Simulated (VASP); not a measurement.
A run of VASP 6.6.1 is set up as follows.

File INCAR:

```
PREC = Accurate
ENCUT = 520
EDIFF = 1E-7
ISMEAR = -1
SIGMA = 0.05
LREAL = F
LASPH = T
NELM = 150
ALGO = Normal
ISIF = 2
LWAVE = F
LCHARG = F
ISPIN = 2
MAGMOM = -0.839
LORBIT = 11
LMAXMIX = 4
GGA = PE
NBANDS = 16
```

The input KPOINTS:

```
regular mesh
0
Gamma
  18 18 18
```

Contents of POSCAR:

```
Mn
1.0
   -1.3975143256      1.3975143256      1.3975143256
    1.3975143256     -1.3975143256      1.3975143256
    1.3975143256      1.3975143256     -1.3975143256
Mn
1
Direct
    0.0000000000      0.0000000000      0.0000000000
```

Potentials or basis: VASP PAW PBE potentials, release 64 (Mn_pv).

Launch:

```console
$ cat potpaw_PBE.64/Mn_pv/POTCAR > POTCAR
$ mpirun -np 1 vasp_std > vasp.out
```

(1) Estimate the net moment.

(2) What does it give for the site moments?

(3) Estimate the pressure.

Answers

(1) -0.82 μB per cell.

(2) Mn -0.81 μB.

(3) 0.0 GPa.
